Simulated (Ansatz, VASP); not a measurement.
One calculation of Zn, two programs

File INCAR:

```
PREC = Accurate
ENCUT = 520
EDIFF = 1E-6
ISMEAR = -1
SIGMA = 0.1
LREAL = False
LASPH = True
NELM = 80
ALGO = Normal
ISIF = 2
LWAVE = False
LCHARG = False
GGA = PE
NBANDS = 12
```

Contents of KPOINTS:

```
regular mesh
0
Gamma
  20 20 20
```

POSCAR

```
Zn
1.0
    2.6970575157      0.0000000000      0.0000000000
    0.0000000000      2.6970575157      0.0000000000
    0.0000000000      0.0000000000      2.6970575157
Zn
1
Direct
    0.0000000000      0.0000000000      0.0000000000
```

Input for Ansatz:

```yaml
crystal:
  lattice:
    - [2.6970575157, 0.0, 0.0]
    - [0.0, 2.6970575157, 0.0]
    - [0.0, 0.0, 2.6970575157]
  atoms:
    - { symbol: Zn, position: [0.0, 0.0, 0.0] }
hamiltonian:
  xc: pbe
  pseudopotentials:
    kind: paw
    azcp:
      Zn: "pseudopotentials/Zn.paw.azcp"
basis:
  ecutwfc: 420
  fft_grid_basis: typed
kpoints:
  mp_grid: { grid: [20, 20, 20], shift: [0, 0, 0] }
magnetization:
  spin_polarized: false
scf:
  occupations: { method: fermi_dirac, width: 0.1 }
output:
  stress: true
```

Alike in both runs: task single point; functional PBE; k mesh 20 × 20 × 20; occupations fermi-dirac, width 0.1 eV; no spin polarisation.

```csv
,VASP,Ansatz
version,VASP 6.6.1,Ansatz 0.2.0
potentials or method,"VASP PAW PBE potentials, release 64 (Zn), cutoff 520 eV","plane waves (420 eV) with PAW, scalar-relativistic"
valence electrons in the cell,12,12
```

Ansatz gave:

```
pressure (GPa) : -3.0
```

**Question.** Estimate VASP's values.

**Answer.** Pressure (GPa): -2.8.
